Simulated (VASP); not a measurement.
Input of a VASP 6.6.1 run:

The input INCAR:

```
ALGO = Normal
EDIFF = 1E-6
ENCUT = 600
GGA = CA
GGA_COMPAT = F
ISIF = 2
ISMEAR = 0
LASPH = T
LCHARG = T
LELF = T
LREAL = F
LVHAR = T
LWAVE = F
NBANDS = 22
NELM = 120
PREC = Accurate
SIGMA = 0.1
```

Contents of KPOINTS:

```
k-points
0
Gamma
  14 14 12
```

Contents of POSCAR:

```
TaRu
1.0
    3.0019129092      0.0000000000      0.0000000000
    0.0000000000      3.0019129092      0.0000000000
    0.0000000000      0.0000000000      3.3669670701
Ta Ru
1 1
Direct
    0.5000000000      0.5000000000      0.5000000000
    0.0000000000      0.0000000000      0.0000000000
```

Potentials or basis: VASP PAW LDA potentials, release 64 (Ta_sv_GW, Ru_sv).

Launch:

```sh
$ cat potpaw_LDA.64/Ta_sv_GW/POTCAR potpaw_LDA.64/Ru_sv/POTCAR > POTCAR
$ mpirun -np 1 vasp_std > vasp.out
```

Estimate the pressure.

0.5 GPa.
